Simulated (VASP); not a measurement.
# C (P6_3/mmc) in VASP: a series of runs

Runs on C. Level: PBE+D3(BJ). Tasks: single point, relaxation of cell and atoms.

All numbers are computed with VASP 6.6.1; they aren't measurements. Logs are shortened: lines on timing, memory, paths and dates and some standing lists are left out, and cuts for length are marked.

### Step 1. The cell of the first run

Symmetry: P6_3/mmc, No. 194, hexagonal system. The conventional cell has a = 2.465 Å, b = 2.465 Å, c = 6.739 Å, α = 90.00°, β = 90.00°, γ = 120.00°. C (site symmetry -6m2) has 3 C at 1.42 Å within 1.9 Å. C (site symmetry -6m2) has 3 C at 1.42 Å within 1.9 Å.

### Step 2. Single point, PBE+D3(BJ)

File INCAR:

```
ALGO = Normal
EDIFF = 1E-7
ENCUT = 520
GGA = PE
ISIF = 2
ISMEAR = -1
IVDW = 12
LASPH = True
LCHARG = True
LELF = True
LREAL = False
LVHAR = True
LWAVE = False
NBANDS = 16
NELM = 100
PREC = Accurate
SIGMA = 0.05
```

File KPOINTS:

```
k-points
0
Gamma
  24 24 6
```

File POSCAR:

```
C
1.0
    2.4649505628      0.0000000000      0.0000000000
   -1.2324752814      2.1347098065      0.0000000000
    0.0000000000      0.0000000000      6.7393332718
C
4
Direct
    0.0000000000      0.0000000000      0.2500000000
    0.3333333333      0.6666666667      0.2500000000
    0.0000000000      0.0000000000      0.7500000000
    0.6666666667      0.3333333333      0.7500000000
```

Potentials or basis: VASP PAW PBE potentials, release 64 (C).

Started as:

```console
$ cat potpaw_PBE.64/C/POTCAR > POTCAR
$ mpirun -np 1 vasp_std > vasp.out
```

OUTCAR:

```text
EDIFF = 1E-7
   ENCUT = 520
   GGA = PE
   ISIF = 2
   ISMEAR = -1
   IVDW = 12
   LASPH = True
   LREAL = False
   NELM = 100
   PREC = Accurate
 IVDW          = 12

 ion  position               nearest neighbor table
   1  0.000  0.000  0.250-   2 1.42   2 1.42   2 1.42
   2  0.333  0.667  0.250-   1 1.42   1 1.42   1 1.42
   3  0.000  0.000  0.750-   4 1.42   4 1.42   4 1.42
   4  0.667  0.333  0.750-   3 1.42   3 1.42   3 1.42

  LATTYP: Found a hexagonal cell.
 ALAT       =     2.4649505628
 C/A-ratio  =     2.7340642744

  Lattice vectors:

 A1 = (   2.4649505628,   0.0000000000,   0.0000000000)
 A2 = (  -1.2324752814,   2.1347098065,   0.0000000000)
 A3 = (   0.0000000000,   0.0000000000,   6.7393332718)

Analysis of symmetry for initial positions (statically):
=====================================================================
 Subroutine PRICEL returns:
 Original cell was already a primitive cell.

 Routine SETGRP: Setting up the symmetry group for a
 hexagonal supercell.

 Subroutine GETGRP returns: Found 24 space group operations
 (whereof 12 operations were pure point group operations)
 out of a pool of 24 trial point group operations.

The static configuration has the point symmetry D_3d.
 The point group associated with its full space group is D_6h.

Analysis of symmetry for dynamics (positions and initial velocities):
=====================================================================
 Subroutine PRICEL returns:
 Original cell was already a primitive cell.

 Routine SETGRP: Setting up the symmetry group for a
 hexagonal supercell.

 Subroutine GETGRP returns: Found 24 space group operations
 (whereof 12 operations were pure point group operations)
 out of a pool of 24 trial point group operations.

The dynamic configuration has the point symmetry D_3d.
 The point group associated with its full space group is D_6h.

 Subroutine INISYM returns: Found 24 space group operations
 (whereof 12 operations are pure point group operations),
 and found     1 'primitive' translations

----------------------------------------------------------------------------------------

                                     Primitive cell

  volume of cell :      35.4621

  direct lattice vectors                    reciprocal lattice vectors
     2.464950563  0.000000000  0.000000000     0.405687650  0.234223874  0.000000000
    -1.232475281  2.134709807  0.000000000     0.000000000  0.468447747  0.000000000
     0.000000000  0.000000000  6.739333272     0.000000000  0.000000000  0.148382631

  length of vectors
     2.464950563  2.464950563  6.739333272     0.468447747  0.468447747  0.148382631

  position of ions in fractional coordinates (direct lattice)
     0.000000000  0.000000000  0.250000000
     0.333333333  0.666666667  0.250000000
     0.000000000  0.000000000  0.750000000
     0.666666667  0.333333333  0.750000000

  ion indices of the primitive-cell ions
   primitive index   ion index
                 1           1
                 2           2
                 3           3
                 4           4

----------------------------------------------------------------------------------------

 KPOINTS: k-points

Automatic generation of k-mesh.
 Grid dimensions read from file:
 generate k-points for:   24   24    6

 Generating k-lattice:

  Cartesian coordinates                     Fractional coordinates (reciprocal lattice)
     0.016903652  0.009759328  0.000000000     0.041666667  0.000000000  0.000000000
     0.000000000  0.019518656  0.000000000     0.000000000  0.041666667  0.000000000
     0.000000000  0.000000000  0.024730438     0.000000000  0.000000000  0.166666667

  Length of vectors
     0.019518656  0.019518656  0.024730438

  Shift w.r.t. Gamma in fractional coordinates (k-lattice)
     0.000000000  0.000000000  0.000000000

 Subroutine IBZKPT returns following result:
 ===========================================

 Found    244 irreducible k-points:

 Following reciprocal coordinates:
            Coordinates               Weight
  0.000000  0.000000  0.000000      1.000000
  0.041667 -0.000000  0.000000      6.000000
  0.083333  0.000000  0.000000      6.000000
  0.125000  0.000000  0.000000      6.000000
  0.166667  0.000000  0.000000      6.000000
  0.208333  0.000000  0.000000      6.000000
[... 16 lines left out ...]
  0.416667  0.041667  0.000000     12.000000
  0.458333  0.041667  0.000000     12.000000
 [... further k-points ...]
   k-points           NKPTS =    244   k-points in BZ     NKDIM =    244   number of bands    NBANDS=     16
   number of dos      NEDOS =    301   number of ions     NIONS =      4
   total plane-waves  NPLWV =  16200
   dimension x,y,z NGX =    18 NGY =   18 NGZ =   50
   dimension x,y,z NGXF=    36 NGYF=   36 NGZF=  100
   ions per type =               4
   NGX,Y,Z   is equivalent  to a cutoff of  12.14, 12.14, 12.33 a.u.
   NGXF,Y,Z  is equivalent  to a cutoff of  24.28, 24.28, 24.67 a.u.
 SYSTEM =  unknown system
   PREC   = accura    normal or accurate (medium, high low for compatibility)
   ISTART =      0    job   : 0-new  1-cont  2-samecut
   ICHARG =      2    charge: 1-file 2-atom 10-const
   ISPIN  =      1    spin polarized calculation?
   LNONCOLLINEAR =      F non collinear calculations
   LSORBIT =      F    spin-orbit coupling
   LASPH  =      T    aspherical Exc in radial PAW
   ENCUT  =  520.0 eV  38.22 Ry    6.18 a.u.   4.58  4.58 12.53*2*pi/ulx,y,z
   NELM   =    100;   NELMIN=  2; NELMDL= -5     # of ELM steps
   EDIFF  = 0.1E-06   stopping-criterion for ELM
   LREAL  =      F    real-space projection
   EDIFFG = 0.1E-05   stopping-criterion for IOM
   NSW    =      0    number of steps for IOM
   IBRION =     -1    ionic relax: 0-MD 1-quasi-New 2-CG
   NFREE  =      0    steps in history (QN), initial steepest desc. (CG)
   ISIF   =      2    stress and relaxation
   ISYM   =      2    0-nonsym 1-usesym 2-fastsym
   POTIM  = 0.5000    time-step for ionic-motion
   TEBEG  =    0.0;   TEEND  =   0.0 temperature during run
   PSTRESS=    0.0 pullay stress
   NELECT =      16.0000    total number of electrons
   NUPDOWN=      -1.0000    fix difference up-down
   EMIN   =  10.00;   EMAX   =-10.00  energy-range for DOS
   EFERMI =   0.00;   METHOD = LEGACY
   ISMEAR =    -1;   SIGMA  =   0.05  broadening in eV -4-tet -1-fermi 0-gaus
   EFERMI_NEDOS =   21; number of points for ismear=-14 and -15
   IALGO  =     38    algorithm
   IMIX   =      4    mixing-type and parameters
     AMIX     =   0.40;   BMIX     =  1.00
     AMIX_MAG =   1.60;   BMIX_MAG =  1.00
  volume/ion in A,a.u.               =       8.87        59.83
  Fermi-wavevector in a.u.,A,eV,Ry     =   1.255626  2.372788 21.450886  1.576596
  Thomas-Fermi vector in A             =   2.389373
   LORBIT       =      0    0 simple, 1 ext, 2 COOP (PROOUT), +10 PAW based schemes
   GGA     = PE    functional components
   LHFCALC =     F    Hartree Fock is set to
   AEXX    =    0.0000 exact exchange contribution
   IVDW    =    12    specifies the selected vdW correction
   LEPSILON=     F    determine dielectric tensor
   LRPA    =     F    only Hartree local field effects (RPA)
 non-spin polarized calculation
  energy-cutoff  :      520.00
  volume of cell :       35.46
 maximum number of plane-waves:       979
   NGX =  9   NGY =  9   NGZ = 25

 number of electron      15.9999994 magnetization

 Free energy of the ion-electron system (eV)
  ---------------------------------------------------
  ext. energy  EPLUGINS =         0.00000000
  ---------------------------------------------------
  free energy    TOTEN  =       -36.84817047 eV

  energy without entropy =      -36.84760348  energy(sigma->0) =      -36.84788698

 E-fermi :   4.6357     XC(G=0): -10.2934

 val. band max:        4.6327417270   @ k =   0.3333   0.3333   0.5000
 cond. band min:       4.6439306610   @ k =   0.3333   0.3333   0.3333
 fundamental gap:      0.0111889339
 Fermi energy:         4.6357221885

 k-point     1 :       0.0000    0.0000    0.0000
  band No.  band energies     occupation
      1     -15.0081      2.00000
      2     -14.7179      2.00000
      3      -3.8553      2.00000
      4      -1.9318      2.00000
      5       1.6220      2.00000
      6       1.6220      2.00000
[... 8 lines left out ...]
     15      16.0031      0.00000
     16      16.2075      0.00000

 k-point     2 :       0.0417   -0.0000    0.0000
  band No.  band energies     occupation
      1     -14.9666      2.00000
      2     -14.6772      2.00000
      3      -3.8050      2.00000
      4      -1.8846      2.00000
      5       1.4504      2.00000
      6       1.4723      2.00000
[... 8 lines left out ...]
     15      15.8542      0.00000
     16      16.0675      0.00000

 k-point     3 :       0.0833    0.0000    0.0000
  band No.  band energies     occupation
      1     -14.8424      2.00000
      2     -14.5552      2.00000
      3      -3.6542      2.00000
      4      -1.7435      2.00000
      5       0.9630      2.00000
      6       0.9952      2.00000
[... 8 lines left out ...]
     15      15.4279      0.00000
     16      15.6626      0.00000

 k-point     4 :       0.1250    0.0000    0.0000
  band No.  band energies     occupation
      1     -14.6356      2.00000
      2     -14.3521      2.00000
      3      -3.4039      2.00000
      4      -1.5097      2.00000
      5       0.2242      2.00000
      6       0.2703      2.00000
[... 8 lines left out ...]
     15      15.0135      0.00000
     16      15.4606      0.00000
[... 324 lines left out ...]
 k-point    22 :       0.3750    0.0417    0.0000
  band No.  band energies     occupation
      1     -11.3333      2.00000
      2     -11.1084      2.00000
      3      -6.6171      2.00000
      4      -6.4670      2.00000
      5      -1.6619      2.00000
      6      -1.6066      2.00000
[... 8 lines left out ...]
     15      18.5608      0.00000
     16      20.6064      0.00000

 k-point    23 :       0.4167    0.0417    0.0000
  band No.  band energies     occupation
      1     -10.5738      2.00000
      2     -10.3667      2.00000
      3      -7.6109      2.00000
      4      -7.4514      2.00000
      5      -1.8241      2.00000
      6      -1.7680      2.00000
[... 8 lines left out ...]
     15      18.3626      0.00000
     16      20.0797      0.00000

 k-point    24 :       0.4583    0.0417    0.0000
  band No.  band energies     occupation
      1      -9.8367      2.00000
      2      -9.6775      2.00000
      3      -8.4319      2.00000
      4      -8.2983      2.00000
      5      -1.9060      2.00000
      6      -1.8495      2.00000
[... 8 lines left out ...]
     15      18.6894      0.00000
     16      19.7054      0.00000

 [... further k-points ...]

------------------------ aborting loop because EDIFF is reached ----------------------------------------

 Edisp (eV)   -0.62211

 E8    (eV) :    -0.1762

  FORCE on cell =-STRESS in cart. coord.  units (eV):
  Direction    XX          YY          ZZ          XY          YZ          ZX
  --------------------------------------------------------------------------------------
  -------------------------------------------------------------------------------------
  Total       0.15728     0.15728    -0.01490     0.00000     0.00000     0.00000
  in kB       7.10574     7.10574    -0.67340     0.00000     0.00000     0.00000
  external pressure =        4.51 kB  Pullay stress =        0.00 kB

 VOLUME and BASIS-vectors are now :
 -----------------------------------------------------------------------------
  energy-cutoff  :      520.00
  volume of cell :       35.46
      direct lattice vectors                 reciprocal lattice vectors
     2.464950563  0.000000000  0.000000000     0.405687650  0.234223874  0.000000000
    -1.232475281  2.134709807  0.000000000     0.000000000  0.468447747  0.000000000
     0.000000000  0.000000000  6.739333272     0.000000000  0.000000000  0.148382631

 POSITION                                       TOTAL-FORCE (eV/Angst)
 -----------------------------------------------------------------------------------
      0.00000      0.00000      1.68483        -0.000000      0.000000     -0.000000
     -0.00000      1.42314      1.68483        -0.000000      0.000000      0.000000
      0.00000      0.00000      5.05450         0.000000     -0.000000     -0.000000
      1.23248      0.71157      5.05450        -0.000000      0.000000      0.000000
 -----------------------------------------------------------------------------------
    total drift:                                0.000000     -0.000000      0.000000

  FREE ENERGIE OF THE ION-ELECTRON SYSTEM (eV)
  ---------------------------------------------------
  free  energy   TOTEN  =       -37.4702808514 eV

  energy  without entropy=      -37.4697138652  energy(sigma->0) =      -37.46999736
```

Wall time 61 s (1 thread of Intel Xeon Platinum 8488C (Sapphire Rapids), shared host); peak memory 0.22 GiB.

Results:

```
Free energy                : -37.4703 eV
Pressure                   : 0.5 GPa
Band gap on the k mesh     : zero (band 8 reaches 4.64 eV, above the bottom of band 9 at 4.62 eV)
Dispersion energy per atom : -0.156 eV
```

### Step 3. Relaxation of cell and atoms, PBE+D3(BJ)

This run uses another cell than the first one, of 8.78 Å³/atom, 0.990 times its volume.

File INCAR:

```
SYSTEM = C
  PREC = Accurate
  ENCUT = 600
  EDIFF = 1E-6
  ISMEAR = -1
  SIGMA = 0.05
  LREAL = .False.
  LASPH = .True.
  NELM = 100
  ALGO = Normal
  ISIF = 3
  LWAVE = .False.
  LCHARG = .False.
  GGA = PE
  IVDW = 12
  IBRION = 2
  NSW = 80
  EDIFFG = -0.001
```

File KPOINTS:

```
regular mesh
0
Gamma
  24 24 6
  0 0 0
```

File POSCAR:

```
C
1.0
    2.4600000000      0.0000000000      0.0000000000
   -1.2300000000      2.1304224933      0.0000000000
    0.0000000000      0.0000000000      6.7000000000
C
4
Direct
    0.0000000000      0.0000000000      0.2500000000
    0.3333333333      0.6666666667      0.2500000000
    0.0000000000      0.0000000000      0.7500000000
    0.6666666667      0.3333333333      0.7500000000
```

Potentials or basis: VASP PAW PBE potentials, release 64 (C).

Started as:

```console
$ cat potpaw_PBE.64/C/POTCAR > POTCAR
$ mpirun -np 1 vasp_std > vasp.out
```

OUTCAR:

```text
SYSTEM = C
   PREC = Accurate
   ENCUT = 600
   EDIFF = 1E-6
   ISMEAR = -1
   LREAL = .False.
   LASPH = .True.
   NELM = 100
   ISIF = 3
   GGA = PE
   IVDW = 12
   IBRION = 2
   NSW = 80
   EDIFFG = -0.001
 IVDW          = 12

 ion  position               nearest neighbor table
   1  0.000  0.000  0.250-   2 1.42   2 1.42   2 1.42
   2  0.333  0.667  0.250-   1 1.42   1 1.42   1 1.42
   3  0.000  0.000  0.750-   4 1.42   4 1.42   4 1.42
   4  0.667  0.333  0.750-   3 1.42   3 1.42   3 1.42

  LATTYP: Found a hexagonal cell.
 ALAT       =     2.4600000000
 C/A-ratio  =     2.7235772358

  Lattice vectors:

 A1 = (   2.4600000000,   0.0000000000,   0.0000000000)
 A2 = (  -1.2300000000,   2.1304224933,   0.0000000000)
 A3 = (   0.0000000000,   0.0000000000,   6.7000000000)

Analysis of symmetry for initial positions (statically):
=====================================================================
 Subroutine PRICEL returns:
 Original cell was already a primitive cell.

 Routine SETGRP: Setting up the symmetry group for a
 hexagonal supercell.

 Subroutine GETGRP returns: Found 24 space group operations
 (whereof 12 operations were pure point group operations)
 out of a pool of 24 trial point group operations.
[... 288 lines left out ...]
  FREE ENERGIE OF THE ION-ELECTRON SYSTEM (eV)
  ---------------------------------------------------
  free  energy   TOTEN  =       -37.4791054560 eV

  energy  without entropy=      -37.4785386395  energy(sigma->0) =      -37.47882205

[... ionic steps 4 to 13 ...]

--------------------------------------- Ionic step       14  -------------------------------------------

 number of electron      16.0000001 magnetization

------------------------ aborting loop because EDIFF is reached ----------------------------------------
[... 79 lines left out ...]
--------------------------------------- Ionic step       16  -------------------------------------------

 number of electron      16.0000001 magnetization

 Free energy of the ion-electron system (eV)
  ---------------------------------------------------
  ext. energy  EPLUGINS =         0.00000000
  ---------------------------------------------------
  free energy    TOTEN  =       -36.85120354 eV

  energy without entropy =      -36.85063677  energy(sigma->0) =      -36.85092016

 E-fermi :   4.6996     XC(G=0): -10.3464

 val. band max:        4.6966481770   @ k =   0.3333   0.3333   0.5000
 cond. band min:       4.7085734636   @ k =   0.3333   0.3333   0.3333
 fundamental gap:      0.0119252866
 Fermi energy:         4.6996496918

 k-point     1 :       0.0000    0.0000    0.0000
  band No.  band energies     occupation
      1     -14.9477      2.00000
      2     -14.6396      2.00000
      3      -3.8207      2.00000
      4      -1.8190      2.00000
      5       1.6871      2.00000
      6       1.6871      2.00000
      7       1.7062      2.00000
      8       1.7062      2.00000
      9       9.0238      0.00000
     10      13.0240      0.00000
     11      13.0245      0.00000
     12      13.0776      0.00000
[... 331 lines left out ...]
 k-point    24 :       0.4583    0.0417    0.0000
  band No.  band energies     occupation
      1      -9.7753      2.00000
      2      -9.6058      2.00000
      3      -8.3685      2.00000
      4      -8.2264      2.00000
      5      -1.8415      2.00000
      6      -1.7804      2.00000
      7       1.8604      2.00000
      8       2.6652      2.00000
      9       6.2585      0.00000
     10       6.9783      0.00000
     11      12.0948      0.00000
     12      12.5033      0.00000

 [... further k-points ...]

------------------------ aborting loop because EDIFF is reached ----------------------------------------

 Edisp (eV)   -0.62793

 E8    (eV) :    -0.1780
[... 27 lines left out ...]
  FREE ENERGIE OF THE ION-ELECTRON SYSTEM (eV)
  ---------------------------------------------------
  free  energy   TOTEN  =       -37.4791384916 eV

  energy  without entropy=      -37.4785717206  energy(sigma->0) =      -37.47885511

 reached required accuracy - stopping structural energy minimisation
```

CONTCAR:

```text
C
   1.00000000000000
     2.4652901708354920   -0.0000000000000000   -0.0000000000000000
    -1.2326450854177460    2.1350039156338330    0.0000000000000000
     0.0000000000000000    0.0000000000000000    6.6867091839348980
  C
     4
Direct
     0.0000000000000000    0.0000000000000000    0.2500000000000000
     0.3333333332999970    0.6666666667000030    0.2500000000000000
     0.0000000000000000    0.0000000000000000    0.7500000000000000
     0.6666666667000030    0.3333333332999970    0.7500000000000000

  0.00000000E+00  0.00000000E+00  0.00000000E+00
  0.00000000E+00  0.00000000E+00  0.00000000E+00
  0.00000000E+00  0.00000000E+00  0.00000000E+00
  0.00000000E+00  0.00000000E+00  0.00000000E+00
```

It took 4.4 min on 1 thread of Intel Xeon Platinum 8488C (Sapphire Rapids), shared host; peak memory 0.24 GiB.

What came out:

| Item | Value |
| --- | --- |
| Free energy | -37.4791 eV |
| Relaxed volume | 8.80 Å³/atom |
| Relaxed cell | a = 2.465 Å, b = 2.465 Å, c = 6.687 Å, α = 90.00°, β = 90.00°, γ = 120.00° |
| Space group after relaxing (to 0.05 Å) | P6_3/mmc (No. 194) |
| Energy gained by relaxing | 0.3 meV/atom |
| Ionic steps | 16 |
| Pressure after relaxing | 0.0 GPa |
| Band gap on the k mesh | zero (band 8 reaches 4.71 eV, above the bottom of band 9 at 4.68 eV) |
| Dispersion energy per atom | -0.157 eV |

Step by step:
| step | energy change (eV) | largest force (eV/Å) | pressure (GPa) | volume (Å³) |
| --- | --- | --- | --- | --- |
| 1 | 0.0000 | 0.0000 | 1.86 | 35.11 |
| 2 | 0.0069 | 0.0000 | -4.59 | 35.63 |
| 3 | -0.0013 | 0.0000 | -0.04 | 35.26 |
| 4 | -0.0013 | 0.0000 | 0.00 | 35.26 |
| 5 | -0.0013 | 0.0000 | 0.00 | 35.25 |
| 6 | -0.0014 | 0.0000 | 0.01 | 35.23 |
| 7 | -0.0014 | 0.0000 | 0.03 | 35.19 |
| 8 | -0.0013 | 0.0000 | -0.26 | 35.21 |
| 9 | -0.0014 | 0.0000 | -0.03 | 35.20 |
| 10 | -0.0014 | 0.0000 | -0.02 | 35.20 |
| 11 | -0.0014 | 0.0000 | -0.01 | 35.19 |
| 12 | -0.0014 | 0.0000 | -0.01 | 35.20 |
| 13 | -0.0014 | 0.0000 | -0.06 | 35.19 |
| 14 | -0.0014 | 0.0000 | -0.03 | 35.19 |
| 15 | -0.0014 | 0.0000 | 0.00 | 35.19 |
| 16 | -0.0014 | 0.0000 | -0.01 | 35.19 |

Final structure:
```
CELL_PARAMETERS angstrom
2.46529 0.00000 0.00000
-1.23265 2.13500 0.00000
0.00000 0.00000 6.68671
ATOMIC_POSITIONS crystal
C 0.00000 0.00000 0.25000
C 0.33333 0.66667 0.25000
C 0.00000 0.00000 0.75000
C 0.66667 0.33333 0.75000
```
